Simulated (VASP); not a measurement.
## KYSe2: single point with LDA

The system is KYSe2.

```
CELL_PARAMETERS angstrom
4.31975 0.00000 0.00000
0.00000 4.31975 0.00000
0.00000 0.00000 5.86828
ATOMIC_POSITIONS crystal
K 0.00000 0.00000 0.00000
Se 0.00000 0.00000 0.50000
Se 0.50000 0.50000 0.00000
Y 0.50000 0.50000 0.50000
```

```
Program             : VASP 6.6.1
Task                : single point
Functional          : LDA
Potentials or basis : VASP PAW LDA potentials, release 64 (K_sv, Se, Y_sv)
Cutoff              : 520 eV
k mesh              : 6 × 6 × 4
Occupations         : gaussian, width 0.01 eV
Spin                : no spin polarisation
```

- Pressure: -3.4 GPa
- Band gap on the k mesh: 0.08 eV

Stress tensor (GPa, compression positive):
```
-3.30  0.00  0.00
 0.00 -3.30  0.00
 0.00  0.00 -3.57
```

Levels at points of the mesh, in eV from the valence-band top:
```csv
k point,band 14,band 15,band 16,band 17,band 18,band 19
"(0.00, 0.00, 0.00)",-0.40,0.00,0.00,0.08,1.74,1.85
"(0.50, 0.00, 0.00)",-1.71,-1.59,-0.62,2.32,2.63,2.69
"(0.50, 0.50, 0.00)",-1.01,-0.66,-0.66,0.78,0.78,2.68
"(0.00, 0.00, 0.50)",-1.81,-0.51,-0.51,0.17,1.87,1.92
"(0.50, 0.00, 0.50)",-2.41,-0.97,-0.90,2.72,3.28,3.33
"(0.50, 0.50, 0.50)",-1.84,-1.45,-1.45,2.58,2.58,2.73
```

Run time: 75 s on 1 thread of Oxide Virtual Turin-like Processor, with other jobs on the host, peak memory 0.21 GiB.

Caveat: the cell stands under tension; semilocal functionals underestimate gaps, and a narrow one can read as zero. A k mesh can miss the band edges.
